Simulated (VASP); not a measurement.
Crystal: As.

```
As
1.0
     2.39988    0.00000    0.00000
     0.00000    2.39988    0.00000
     0.00000    0.00000    2.39988
As
1
Direct
  0.00000 0.00000 0.00000
```

Base run:

| Quantity | Value |
| --- | --- |
| Program | VASP 6.6.1 |
| Functional | PBE |
| Potentials or basis | VASP PAW PBE potentials, release 64 (As) |
| Cutoff | 520 eV |
| k mesh | 15 × 15 × 15 |
| Occupations | fermi-dirac, width 0.08 eV |
| Spin | no spin polarisation |

Its results: pressure 72.5 GPa.

Q: The run is repeated on the same cell with these changes: functional from PBE to LDA; potentials or basis from VASP PAW PBE potentials, release 64 (As) to VASP PAW LDA potentials, release 64 (As); cutoff from 520 eV to 500 eV. What comes out?

A: Pressure 62.7 GPa.
